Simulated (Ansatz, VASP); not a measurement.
ZnCu: VASP beside Ansatz

```
Zn Cu
1.0
     2.92000    0.00000    0.00000
     0.00000    2.92000    0.00000
     0.00000    0.00000    2.92000
Zn Cu
1 1
Direct
  0.50000 0.50000 0.50000
  0.00000 0.00000 0.00000
```

Alike in both runs: task single point; functional r2SCAN; k mesh 12 × 12 × 12; occupations fermi-dirac, width 0.15 eV; no spin polarisation.

|  | VASP | Ansatz |
| --- | --- | --- |
| version | VASP 6.6.1 | Ansatz 0.2.0 |
| potentials or method | VASP PAW PBE potentials, release 64 (Zn, Cu), cutoff 520 eV | scalar-relativistic, plane waves, PAW |
| valence electrons in the cell | 23 | 31 |

|  | VASP | Ansatz | Ansatz less VASP |
| --- | --- | --- | --- |
| pressure (GPa) | 0.7 | 0.0 | -0.68 |

VASP's potentials were made for PBE, not for r2SCAN. The functional is the same, so the differences come from potentials, cutoffs and numerics. VASP's potentials hold 23 valence electrons a cell and Ansatz's 31, so a difference there can come from the potentials and not from the codes.
